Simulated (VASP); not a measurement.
Input of a VASP 6.6.1 run:

INCAR

```
SYSTEM = BP
PREC = Accurate
ENCUT = 520
EDIFF = 1E-6
ISMEAR = -1
SIGMA = 0.08
LREAL = .False.
LASPH = .True.
NELM = 100
ALGO = Normal
ISIF = 2
LWAVE = .False.
LCHARG = .False.
GGA = PE
NBANDS = 11
```

Contents of KPOINTS:

```
regular mesh
0
Gamma
  12 12 12
  0 0 0
```

The input POSCAR:

```
BP
1.0
    0.0000000000      2.1782400000      2.2690000000
    2.1782400000      0.0000000000      2.2690000000
    2.1782400000      2.1782400000      0.0000000000
B P
1 1
Direct
    0.0000000000      0.0000000000      0.0000000000
    0.7500000000      0.7500000000      0.7500000000
```

Potentials or basis: VASP PAW PBE potentials, release 64 (B, P).

Command:

```bash
$ cat potpaw_PBE.64/B/POTCAR potpaw_PBE.64/P/POTCAR > POTCAR
$ mpirun -np 1 vasp_std > vasp.out
```

Predict the band gap on the k mesh.

0.80 eV, indirect (least direct gap 3.33 eV).

What does it give for the pressure?

16.6 GPa.

Stress tensor (GPa, compression positive):
```
20.68  0.00  0.00
 0.00 20.68  0.00
 0.00  0.00  8.36
```

Caveat: the cell differs from its parent crystal (x and y stretched by -4 %, z held). A k mesh can miss the band edges.
